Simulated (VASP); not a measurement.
A run of VASP 6.6.1:

File POSCAR:

```
Ni3Ge
1.0
    3.5303340000      0.0000000000      0.0000000000
    0.0000000000      3.5303340000      0.0000000000
    0.0000000000      0.0000000000      3.5303340000
Ni Ge
3 1
Direct
    0.5000000000      0.0000000000      0.5000000000
    0.0000000000      0.5000000000      0.5000000000
    0.5000000000      0.5000000000      0.0000000000
    0.0000000000      0.0000000000      0.0000000000
```

The input INCAR.step1:

```
SYSTEM = Ni3Ge
  PREC = Accurate
  ENCUT = 520
  ISMEAR = 1
  SIGMA = 0.15
  LREAL = .False.
  LASPH = .True.
  NELM = 150
  ISPIN = 2
  MAGMOM = 1 1 1 0
  LMAXMIX = 4
  NBANDS = 34
  GGA = PE
  ALGO = Normal
  EDIFF = 1E-4
  LWAVE = .True.
  LCHARG = .False.
```

Contents of INCAR.step2:

```
SYSTEM = Ni3Ge
  PREC = Accurate
  ENCUT = 520
  EDIFF = 1E-6
  ISMEAR = 1
  SIGMA = 0.15
  LREAL = .False.
  LASPH = .True.
  NELM = 150
  ALGO = Normal
  ISIF = 2
  LWAVE = .False.
  LCHARG = .False.
  ISPIN = 2
  MAGMOM = 1 1 1 0
  LORBIT = 11
  LMAXMIX = 4
  METAGGA = R2SCAN
  LMIXTAU = .True.
  NBANDS = 34
  ISTART = 1
```

Contents of KPOINTS:

```
regular mesh
0
Gamma
  6 6 6
  0 0 0
```

Potentials or basis: VASP PAW PBE potentials, release 64 (Ni, Ge_d).

The run is started by

```console
$ cat potpaw_PBE.64/Ni/POTCAR potpaw_PBE.64/Ge_d/POTCAR > POTCAR
$ cp INCAR.step1 INCAR
$ mpirun -np 1 vasp_std > vasp.out
$ cp INCAR.step2 INCAR
$ mpirun -np 1 vasp_std > vasp.out
```

Hardware: 1 thread of AMD EPYC 9R45 96-Core Processor (Zen 5) (shared host).

Question: How long does it take, and how much memory?

Answer: Run time: 2.5 min on 1 thread of AMD EPYC 9R45 96-Core Processor (Zen 5) (shared host), peak memory 0.18 GiB. Counts: k points 20.
